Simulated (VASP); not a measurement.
# Sn (I4_1/amd) in VASP: notebook

The runs below take Sn through single point, with PBE.

Program: VASP 6.6.1. These are calculated values, not measurements. Logs are shortened: lines on timing, memory, paths and dates and some standing lists are left out, and cuts for length are marked.

**1. The cell of the first run**

It takes space group I4_1/amd (No. 141, tetragonal). Conventional cell: a = 5.632 Å, b = 5.632 Å, c = 3.071 Å, α = 90.00°, β = 90.00°, γ = 90.00°. Sn (site symmetry -4m2) has 10 Sn at 2.92 to 3.64 Å within 3.8 Å.

**2. Single point, PBE (strain -0.050 along x and y, -0.050 along z)**

INCAR reads:

```
SYSTEM = Sn
PREC = Accurate
ENCUT = 520
EDIFF = 1E-7
ISMEAR = 0
SIGMA = 0.15
LREAL = .FALSE.
LASPH = .TRUE.
NELM = 80
ALGO = Fast
ISIF = 2
LWAVE = .FALSE.
LCHARG = .FALSE.
GGA = PE
NBANDS = 21
```

KPOINTS reads:

```
Automatic mesh
0
G
  22 22 22
  0 0 0
```

POSCAR reads:

```
Sn
1.0
   -2.8161004410      2.8161004410      1.5355296170
    2.8161004410     -2.8161004410      1.5355296170
    2.8161004410      2.8161004410     -1.5355296170
Sn
2
Direct
    0.7500000000      0.2500000000      0.5000000000
    0.0000000000      0.0000000000      0.0000000000
```

Potentials or basis: VASP PAW PBE potentials, release 64 (Sn_d).

On the command line:

```console
> cat potpaw_PBE.64/Sn_d/POTCAR > POTCAR
> mpirun -np 1 vasp_std > vasp.out
```

OUTCAR:

```text
SYSTEM = Sn
   PREC = Accurate
   ENCUT = 520
   EDIFF = 1E-7
   ISMEAR = 0
   LREAL = .FALSE.
   LASPH = .TRUE.
   NELM = 80
   ISIF = 2
   GGA = PE

 ion  position               nearest neighbor table
   1  0.750  0.250  0.500-   2 2.92   2 2.92   2 2.92   2 2.92   2 3.64   2 3.64   2 3.64   2 3.64

   2  0.000  0.000  0.000-   1 2.92   1 2.92   1 2.92   1 2.92   1 3.64   1 3.64   1 3.64   1 3.64

  LATTYP: Found a body centered tetragonal cell.
 ALAT       =     5.6322008820
 C/A-ratio  =     0.5452680574

  Lattice vectors:

 A1 = (  -2.8161004410,   2.8161004410,   1.5355296170)
 A2 = (   2.8161004410,  -2.8161004410,   1.5355296170)
 A3 = (   2.8161004410,   2.8161004410,  -1.5355296170)

Analysis of symmetry for initial positions (statically):
=====================================================================
 Subroutine PRICEL returns:
 Original cell was already a primitive cell.

 Routine SETGRP: Setting up the symmetry group for a
 body centered tetragonal supercell.

 Subroutine GETGRP returns: Found 16 space group operations
 (whereof  8 operations were pure point group operations)
 out of a pool of 16 trial point group operations.

The static configuration has the point symmetry D_2d.
 The point group associated with its full space group is D_4h.

Analysis of symmetry for dynamics (positions and initial velocities):
=====================================================================
 Subroutine PRICEL returns:
 Original cell was already a primitive cell.

 Routine SETGRP: Setting up the symmetry group for a
 body centered tetragonal supercell.

 Subroutine GETGRP returns: Found 16 space group operations
 (whereof  8 operations were pure point group operations)
 out of a pool of 16 trial point group operations.

The dynamic configuration has the point symmetry D_2d.
 The point group associated with its full space group is D_4h.

 Subroutine INISYM returns: Found 16 space group operations
 (whereof  8 operations are pure point group operations),
 and found     1 'primitive' translations

----------------------------------------------------------------------------------------

                                     Primitive cell

  volume of cell :      48.7096

  direct lattice vectors                    reciprocal lattice vectors
    -2.816100441  2.816100441  1.535529617     0.000000000  0.177550485  0.325620551
     2.816100441 -2.816100441  1.535529617     0.177550485  0.000000000  0.325620551
     2.816100441  2.816100441 -1.535529617     0.177550485  0.177550485  0.000000000

[... 76 lines left out ...]
   ICHARG =      2    charge: 1-file 2-atom 10-const
   ISPIN  =      1    spin polarized calculation?
   LNONCOLLINEAR =      F non collinear calculations
   LSORBIT =      F    spin-orbit coupling
   LASPH  =      T    aspherical Exc in radial PAW
   ENCUT  =  520.0 eV  38.22 Ry    6.18 a.u.   7.94  7.94  7.94*2*pi/ulx,y,z
   NELM   =     80;   NELMIN=  2; NELMDL= -5     # of ELM steps
   EDIFF  = 0.1E-06   stopping-criterion for ELM
   LREAL  =      F    real-space projection
   EDIFFG = 0.1E-05   stopping-criterion for IOM
   NSW    =      0    number of steps for IOM
   IBRION =     -1    ionic relax: 0-MD 1-quasi-New 2-CG
   NFREE  =      0    steps in history (QN), initial steepest desc. (CG)
   ISIF   =      2    stress and relaxation
   ISYM   =      2    0-nonsym 1-usesym 2-fastsym
   POTIM  = 0.5000    time-step for ionic-motion
   TEBEG  =    0.0;   TEEND  =   0.0 temperature during run
   PSTRESS=    0.0 pullay stress
   NELECT =      28.0000    total number of electrons
   NUPDOWN=      -1.0000    fix difference up-down
   EMIN   =  10.00;   EMAX   =-10.00  energy-range for DOS
   EFERMI =   0.00;   METHOD = LEGACY
   ISMEAR =     0;   SIGMA  =   0.15  broadening in eV -4-tet -1-fermi 0-gaus
   EFERMI_NEDOS =   21; number of points for ismear=-14 and -15
   IALGO  =     68    algorithm
   IMIX   =      4    mixing-type and parameters
     AMIX     =   0.40;   BMIX     =  1.00
     AMIX_MAG =   1.60;   BMIX_MAG =  1.00
  volume/ion in A,a.u.               =      24.35       164.35
  Fermi-wavevector in a.u.,A,eV,Ry     =   1.361202  2.572299 25.209851  1.852872
  Thomas-Fermi vector in A             =   2.487799
   LORBIT       =      0    0 simple, 1 ext, 2 COOP (PROOUT), +10 PAW based schemes
   GGA     = PE    functional components
   LHFCALC =     F    Hartree Fock is set to
   AEXX    =    0.0000 exact exchange contribution
   IVDW    =     0    specifies the selected vdW correction
   LEPSILON=     F    determine dielectric tensor
   LRPA    =     F    only Hartree local field effects (RPA)
 non-spin polarized calculation
 RMM-DIIS sequential band-by-band and
 Gauss-broadening in eV      SIGMA  =   0.15
  energy-cutoff  :      520.00
  volume of cell :       48.71
 maximum number of plane-waves:      1334
   NGX = 15   NGY = 15   NGZ = 15

 number of electron      27.9999993 magnetization

 Free energy of the ion-electron system (eV)
  ---------------------------------------------------
  ext. energy  EPLUGINS =         0.00000000
  ---------------------------------------------------
  free energy    TOTEN  =        -7.38472854 eV

  energy without entropy =       -7.37578303  energy(sigma->0) =       -7.38025579

 E-fermi :   9.4036     XC(G=0): -10.8254

 val. band max:        9.4025815427   @ k =  -0.2727   0.5000   0.1364
 cond. band min:       9.4056445977   @ k =  -0.2273  -0.4091   0.0455
 fundamental gap:      0.0030630550
 Fermi energy:         9.4036333235

 k-point     1 :       0.0000    0.0000    0.0000
  band No.  band energies     occupation
      1     -12.4642      2.00000
      2     -12.3415      2.00000
      3     -12.3018      2.00000
      4     -12.2740      2.00000
      5     -12.0643      2.00000
      6     -12.0643      2.00000
[... 565 lines left out ...]
     20      18.1916      0.00000
     21      20.4551      0.00000

 [... further k-points ...]
[... 5 lines left out ...]
  --------------------------------------------------------------------------------------
  -------------------------------------------------------------------------------------
  Total        3.3290166      3.3290166      2.9808358      0.0000000      0.0000000      0.0000000
  in kB      109.4994825    109.4994825     98.0469672      0.0000000      0.0000000      0.0000000
  external PRESSURE =     105.6819774 kB  Pullay stress =       0.0000000 kB

 VOLUME and BASIS-vectors are now :
 -----------------------------------------------------------------------------
  energy-cutoff  :      520.00
  volume of cell :       48.71
      direct lattice vectors                 reciprocal lattice vectors
    -2.816100441  2.816100441  1.535529617     0.000000000  0.177550485  0.325620551
     2.816100441 -2.816100441  1.535529617     0.177550485  0.000000000  0.325620551
     2.816100441  2.816100441 -1.535529617     0.177550485  0.177550485  0.000000000

 POSITION                                       TOTAL-FORCE (eV/Angst)
 -----------------------------------------------------------------------------------
     -0.00000      2.81610      0.76776        -0.000000     -0.000000      0.000000
      0.00000      0.00000      0.00000         0.000000      0.000000     -0.000000
 -----------------------------------------------------------------------------------
    total drift:                                0.000000     -0.000000      0.000000

  FREE ENERGIE OF THE ION-ELECTRON SYSTEM (eV)
  ---------------------------------------------------
  free  energy   TOTEN  =        -7.3847285400 eV

  energy  without entropy=       -7.3757830347  energy(sigma->0) =       -7.38025579
```

OSZICAR:

```text
N       E                     dE             d eps       ncg     rms          rms(c)
DAV:   1     0.222621436921E+03    0.22262E+03   -0.14348E+04 35892   0.217E+03
DAV:   2     0.152199214419E+02   -0.20740E+03   -0.20297E+03 35333   0.460E+02
DAV:   3    -0.672610124940E+01   -0.21946E+02   -0.21769E+02 40187   0.134E+02
DAV:   4    -0.739210282649E+01   -0.66600E+00   -0.66560E+00 40244   0.257E+01
DAV:   5    -0.741847272155E+01   -0.26370E-01   -0.26369E-01 49136   0.481E+00    0.291E+00
RMM:   6    -0.739346986175E+01    0.25003E-01   -0.29255E-02 43013   0.211E+00    0.169E+00
RMM:   7    -0.738463895008E+01    0.88309E-02   -0.24321E-02 43001   0.184E+00    0.159E-01
RMM:   8    -0.738458648317E+01    0.52467E-04   -0.39228E-03 47316   0.671E-01    0.604E-02
RMM:   9    -0.738471739129E+01   -0.13091E-03   -0.12508E-03 56987   0.274E-01    0.347E-02
RMM:  10    -0.738472462771E+01   -0.72364E-05   -0.86057E-05 47567   0.991E-02    0.155E-02
RMM:  11    -0.738472862348E+01   -0.39958E-05   -0.40750E-05 52799   0.605E-02    0.726E-03
RMM:  12    -0.738472923037E+01   -0.60689E-06   -0.99959E-06 57873   0.244E-02    0.445E-03
RMM:  13    -0.738472861155E+01    0.61882E-06   -0.59152E-07 37759   0.709E-03    0.634E-04
RMM:  14    -0.738472854002E+01    0.71531E-07   -0.13572E-07 22921   0.412E-03
   1 F= -.73847285E+01 E0= -.73802558E+01  d E =-.894551E-02
```

stdout:

```text
[... 40 lines left out ...]
 num prob  num prob  num prob  num prob  num prob  num prob  num prob WARNING in EDDRMM: call to ZHEGV failed, returncode =   6  3     17
 num prob  num prob  num prob  num prob  num prob  num prob  num prob  num prob  num prob  num prob  num prob  num prob  num prob  num prob  num prob  num prob  num prob  num prob  num prob  num prob  num prob  num prob  num prob  num prob  num prob  num prob  num prob  num prob  num prob  num prob  num prob  num prob  num prob  num prob  num prob  num prob  num prob  num prob  num prob  num prob  num prob RMM:  14    -0.738472854002E+01    0.71531E-07   -0.13572E-07 22921   0.412E-03
```

It took 12 min on 1 thread of Intel Xeon 6975P-C (Granite Rapids), shared host; peak memory 0.71 GiB.

Results:

* Free energy: -7.3847 eV
* Pressure: 10.6 GPa
* Band gap on the k mesh: zero (bands 14 and 15 overlap by 5.06 eV)

Levels at points of the mesh, in eV from the Fermi level:
```tsv
k point	band 10	band 11	band 12	band 13	band 14	band 15	band 16	band 17	band 18	band 19
(0.00, 0.00, 0.00)	-21.19	-12.01	-3.30	-2.30	-2.30	2.79	6.78	6.78	7.60	7.70
(0.50, 0.00, 0.00)	-21.28	-7.18	-5.83	-2.22	-1.98	-1.37	2.12	3.11	5.22	7.52
(0.50, 0.50, 0.00)	-21.36	-9.53	-9.53	0.57	0.57	1.79	1.79	6.45	6.45	10.10
(0.50, 0.50, 0.50)	-21.45	-7.86	-7.86	-5.48	-5.48	5.38	5.38	10.50	10.50	13.02
```

Caveat: the cell differs from its parent crystal (strain -0.050 along x and y, -0.050 along z); the cell stands under pressure; spin-orbit coupling is left out, which moves the levels of the heavy elements.

**3. Single point, PBE (strain -0.050 along x and y, -0.025 along z)**

INCAR reads:

```
SYSTEM = Sn
PREC = Accurate ; ENCUT = 520
EDIFF = 1E-6 ; ISMEAR = 0
SIGMA = 0.15 ; LREAL = .False.
LASPH = .True. ; NELM = 60
ALGO = Fast ; ISIF = 2
LWAVE = .False. ; LCHARG = .False.
GGA = PE ; NBANDS = 21
```

KPOINTS reads:

```
regular mesh
0
Gamma
  22 22 22
  0 0 0
```

POSCAR reads:

```
Sn
1.0
   -2.8161004410      2.8161004410      1.5759382912
    2.8161004410     -2.8161004410      1.5759382912
    2.8161004410      2.8161004410     -1.5759382912
Sn
2
Direct
    0.7500000000      0.2500000000      0.5000000000
    0.0000000000      0.0000000000      0.0000000000
```

Potentials or basis: VASP PAW PBE potentials, release 64 (Sn_d).

On the command line:

```console
> cat potpaw_PBE.64/Sn_d/POTCAR > POTCAR
> mpirun -np 1 vasp_std > vasp.out
```

OUTCAR:

```text
SYSTEM = Sn
   PREC = Accurate
   ENCUT = 520
   EDIFF = 1E-6
   ISMEAR = 0
   LREAL = .False.
   LASPH = .True.
   NELM = 60
   ISIF = 2
   GGA = PE

 ion  position               nearest neighbor table
   1  0.750  0.250  0.500-   2 2.92   2 2.92   2 2.92   2 2.92   2 3.68   2 3.68   2 3.68   2 3.68

   2  0.000  0.000  0.000-   1 2.92   1 2.92   1 2.92   1 2.92   1 3.68   1 3.68   1 3.68   1 3.68

  LATTYP: Found a body centered tetragonal cell.
 ALAT       =     5.6322008820
 C/A-ratio  =     0.5596172169

  Lattice vectors:

 A1 = (  -2.8161004410,   2.8161004410,   1.5759382912)
 A2 = (   2.8161004410,  -2.8161004410,   1.5759382912)
 A3 = (   2.8161004410,   2.8161004410,  -1.5759382912)

Analysis of symmetry for initial positions (statically):
=====================================================================
 Subroutine PRICEL returns:
 Original cell was already a primitive cell.

 Routine SETGRP: Setting up the symmetry group for a
 body centered tetragonal supercell.

 Subroutine GETGRP returns: Found 16 space group operations
 (whereof  8 operations were pure point group operations)
 out of a pool of 16 trial point group operations.

The static configuration has the point symmetry D_2d.
[... 158 lines left out ...]
  ext. energy  EPLUGINS =         0.00000000
  ---------------------------------------------------
  free energy    TOTEN  =        -7.44839366 eV

  energy without entropy =       -7.43925831  energy(sigma->0) =       -7.44382598

 E-fermi :   9.0507     XC(G=0): -10.6983

 val. band max:        9.0496455454   @ k =  -0.1364   0.1818   0.0455
 cond. band min:       9.0525308456   @ k =  -0.3636  -0.4091   0.0909
 fundamental gap:      0.0028853002
 Fermi energy:         9.0507003314

 k-point     1 :       0.0000    0.0000    0.0000
  band No.  band energies     occupation
      1     -12.7802      2.00000
      2     -12.6302      2.00000
      3     -12.6219      2.00000
      4     -12.5642      2.00000
      5     -12.4075      2.00000
      6     -12.4075      2.00000
[... 565 lines left out ...]
     20      17.8905      0.00000
     21      20.1273      0.00000

 [... further k-points ...]
[... 5 lines left out ...]
  --------------------------------------------------------------------------------------
  -------------------------------------------------------------------------------------
  Total        2.9423115      2.9423115      1.9234468      0.0000000      0.0000000      0.0000000
  in kB       94.2982761     94.2982761     61.6446335      0.0000000      0.0000000      0.0000000
  external PRESSURE =      83.4137286 kB  Pullay stress =       0.0000000 kB

 VOLUME and BASIS-vectors are now :
 -----------------------------------------------------------------------------
  energy-cutoff  :      520.00
  volume of cell :       49.99
      direct lattice vectors                 reciprocal lattice vectors
    -2.816100441  2.816100441  1.575938291     0.000000000  0.177550485  0.317271306
     2.816100441 -2.816100441  1.575938291     0.177550485  0.000000000  0.317271306
     2.816100441  2.816100441 -1.575938291     0.177550485  0.177550485  0.000000000

 POSITION                                       TOTAL-FORCE (eV/Angst)
 -----------------------------------------------------------------------------------
     -0.00000      2.81610      0.78797        -0.000000      0.000000      0.000000
      0.00000      0.00000      0.00000         0.000000     -0.000000     -0.000000
 -----------------------------------------------------------------------------------
    total drift:                                0.000000     -0.000000      0.000000

  FREE ENERGIE OF THE ION-ELECTRON SYSTEM (eV)
  ---------------------------------------------------
  free  energy   TOTEN  =        -7.4483936565 eV

  energy  without entropy=       -7.4392583087  energy(sigma->0) =       -7.44382598
```

stdout:

```text
POSCAR found type information on POSCAR Sn
 POSCAR found :  1 types and       2 ions
 scaLAPACK will be used
 LDA part: xc-table for (Slater+PW92), standard interpolation
 POSCAR, INCAR and KPOINTS ok, starting setup
 FFT: planning ... GRIDC
 FFT: planning ... GRID_SOFT
 FFT: planning ... GRID
 WAVECAR not read
 entering main loop
WARNING in EDDRMM: call to ZHEGV failed, returncode =   6  3     18
WARNING in EDDRMM: call to ZHEGV failed, returncode =   6  3     19
WARNING in EDDRMM: call to ZHEGV failed, returncode =   6  3     19
WARNING in EDDRMM: call to ZHEGV failed, returncode =   8  4     20
WARNING in EDDRMM: call to ZHEGV failed, returncode =   8  4     19
WARNING in EDDRMM: call to ZHEGV failed, returncode =   6  3     20
WARNING in EDDRMM: call to ZHEGV failed, returncode =   6  3     17
WARNING in EDDRMM: call to ZHEGV failed, returncode =   6  3     20
WARNING in EDDRMM: call to ZHEGV failed, returncode =   8  4     21
WARNING in EDDRMM: call to ZHEGV failed, returncode =   6  3     19
WARNING in EDDRMM: call to ZHEGV failed, returncode =   6  3     17
WARNING in EDDRMM: call to ZHEGV failed, returncode =   6  3     19
WARNING in EDDRMM: call to ZHEGV failed, returncode =   6  3     20
```

Run time: 11 min. Hardware: 1 thread of Intel Xeon 6975P-C (Granite Rapids), shared host; peak memory 0.72 GiB.

Results:

| Item | Value |
| --- | --- |
| Free energy | -7.4484 eV |
| Pressure | 8.3 GPa |
| Band gap on the k mesh | zero (bands 14 and 15 overlap by 5.15 eV) |

Caveat: the cell differs from its parent crystal (strain -0.050 along x and y, -0.025 along z); the cell stands under pressure; spin-orbit coupling is left out, which moves the levels of the heavy elements.
